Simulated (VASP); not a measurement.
Set up this calculation in VASP 6.6.1, as the native input.

* Task: single point
* Functional: PBEsol
* Potentials or basis: VASP PAW PBE potentials, release 64 (Ag, Cl)
* Cutoff: 520 eV
* k mesh: 8 × 6 × 2
* Occupations: gaussian, width 0.05 eV
* Spin: no spin polarisation
* Dipole correction: no
* Further INCAR settings: LREAL = Auto; ALGO = Normal; EDIFF = 1e-07; NBANDS = 86

The structure of AgCl lies in POSCAR:

```
AgCl
1.0
    3.8519796063      0.0000000000      0.0000000000
    0.0000000000      5.4475218012      0.0000000000
    0.0000000000      0.0000000000     15.9569247081
Ag Cl
8 8
Direct
    0.0000000000      0.0000000000      0.0033895610
    0.5000000000      0.5000000000      0.1309634430
    1.0000000000      0.0000000000      0.2440365570
    0.5000000000      0.5000000000      0.3716104390
    1.0000000000      0.5000000000      0.5033895610
    0.5000000000      0.0000000000      0.6309634430
    1.0000000000      0.5000000000      0.7440365570
    0.5000000000      0.0000000000      0.8716104390
    0.0000000000      0.5000000000      0.0225859403
    0.5000000000      0.0000000000      0.1184719613
    1.0000000000      0.5000000000      0.2565280387
    0.5000000000      0.0000000000      0.3524140597
    1.0000000000      0.0000000000      0.5225859403
    0.5000000000      0.5000000000      0.6184719613
    1.0000000000      0.0000000000      0.7565280387
    0.5000000000      0.5000000000      0.8524140597
```

The input as run:

INCAR

```
  PREC = Accurate
  ENCUT = 520
  EDIFF = 1E-7
  ISMEAR = 0
  SIGMA = 0.05
  LREAL = Auto
  LASPH = T
  NELM = 100
  ALGO = Normal
  ISIF = 2
  LWAVE = F
  LCHARG = F
  GGA = PS
  NBANDS = 86
```

KPOINTS

```
Automatic mesh
0
Gamma
  8 6 2
```

Potentials or basis: VASP PAW PBE potentials, release 64 (Ag, Cl).

Command:

```bash
$ cat potpaw_PBE.64/Ag/POTCAR potpaw_PBE.64/Cl/POTCAR > POTCAR
$ mpirun -np 1 vasp_std > vasp.out
```

Results of the run:

```yaml
Pressure: -0.9 GPa
Largest_force: 0.010 eV/Å
Band_gap_on_the_k_mesh: zero (band 72 reaches 3.96 eV, above the bottom of band 73 at 3.68 eV)
```

Caveat: the PAW data sets were made with another functional, which shifts forces and pressure a little.

It took 26 min on 1 thread of Intel(R) Xeon(R) Platinum 8259CL CPU @ 2.50GHz (Skylake/Cascade Lake) (shared host), peak memory 0.82 GiB.
